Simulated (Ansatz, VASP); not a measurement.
Ge in VASP and in Ansatz

The input INCAR:

```
PREC = Accurate ; ENCUT = 520
EDIFF = 1E-7 ; ISMEAR = 0
SIGMA = 0.15 ; LREAL = False
LASPH = True ; NELM = 100
ALGO = Normal ; ISIF = 2
LWAVE = False ; LCHARG = False
GGA = CA ; NBANDS = 21
```

The input KPOINTS:

```
regular mesh
0
Gamma
  14 14 14
```

File POSCAR:

```
Ge
1.0
   -0.0375256690      2.8109115346      2.9233479960
    2.8109115346     -0.0375256690      2.9233479960
    2.7733858656      2.7733858656      0.0000000000
Ge
2
Direct
    0.5000000000      0.5000000000      0.5000000000
    0.7500000000      0.7500000000      0.7500000000
```

Input for Ansatz:

```yaml
crystal:
  lattice:
    - [-0.037525669, 2.8109115346, 2.923347996]
    - [2.8109115346, -0.037525669, 2.923347996]
    - [2.7733858656, 2.7733858656, 0.0]
  atoms:
    - { symbol: Ge, position: [0.5, 0.5, 0.5] }
    - { symbol: Ge, position: [0.75, 0.75, 0.75] }
basis:
  ecutwfc: 420
kpoints:
  mp_grid: { grid: [14, 14, 14] }
hamiltonian:
  xc: lda
scf:
  occupations: { method: gaussian, width: 0.15 }
output:
  forces: true
  stress: true
  eigenvalues: true
```

Change from the starting cell: engineering shear strain xy -0.0267, normal strain along z +0.0400.

Alike in both runs: task single point; functional LDA; k mesh 14 × 14 × 14; occupations gaussian, width 0.15 eV; no spin polarisation.

|  | VASP | Ansatz |
| --- | --- | --- |
| version | VASP 6.6.1 | Ansatz 0.2.0 |
| potentials or method | VASP PAW LDA potentials, release 64 (Ge_d), cutoff 520 eV | scalar-relativistic, plane waves, PAW |
| valence electrons in the cell | 28 | 28 |

```tsv
	VASP	Ansatz	Ansatz less VASP
gap on the k mesh at the Fermi level (eV)	none	none	-
pressure (GPa)	-2.4	-2.4	-0.06
traceless stress, the component that is largest in VASP (GPa)	2.05	2.03	-0.019
rms of the force components (eV/Å)	0.114	0.113	-0.0016
```

LDA's correlation is that of Perdew and Zunger in VASP and of Perdew and Wang (1992) in Ansatz. Atom by atom the forces differ by 0.002 eV/Å (rms over components). A gap of «none» marks a metal or a gap that the smearing closes.
